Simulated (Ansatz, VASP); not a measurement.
# Two plane-wave programs on Sb

```
Sb
1.0
     2.18535    1.26171    3.84564
    -2.18535    1.26171    3.84564
     0.00000   -2.52343    3.84564
Sb
2
Cartesian
  0.0000 0.0000 2.6887
  0.0000 0.0000 8.8482
```

Alike in both runs: functional PBE; k mesh 12 × 12 × 12; occupations fermi-dirac, width 0.15 eV; no spin polarisation.

Ansatz relaxed the structure, and its values are those at the end. VASP's run is a single point on that final structure, the one shown.

|  | VASP | Ansatz |
| --- | --- | --- |
| version | VASP 6.6.1 | Ansatz 0.2.0 |
| potentials or method | VASP PAW PBE potentials, release 64 (Sb), cutoff 520 eV | scalar-relativistic, plane waves, PAW |
| valence electrons in the cell | 10 | 30 |

Ansatz gave:

* gap on the k mesh at the Fermi level (eV): none
* pressure (GPa): 0.0
* rms of the force components (eV/Å): 0.000

Task: Which values does VASP return?

Result: gap on the k mesh at the Fermi level (eV): none; pressure (GPa): 0.0; rms of the force components (eV/Å): 0.021.

A gap of «none» marks a metal or a gap that the smearing closes. VASP's potentials hold 10 valence electrons a cell and Ansatz's 30, so a difference there can come from the potentials and not from the codes.

Neither program's run includes spin-orbit coupling.
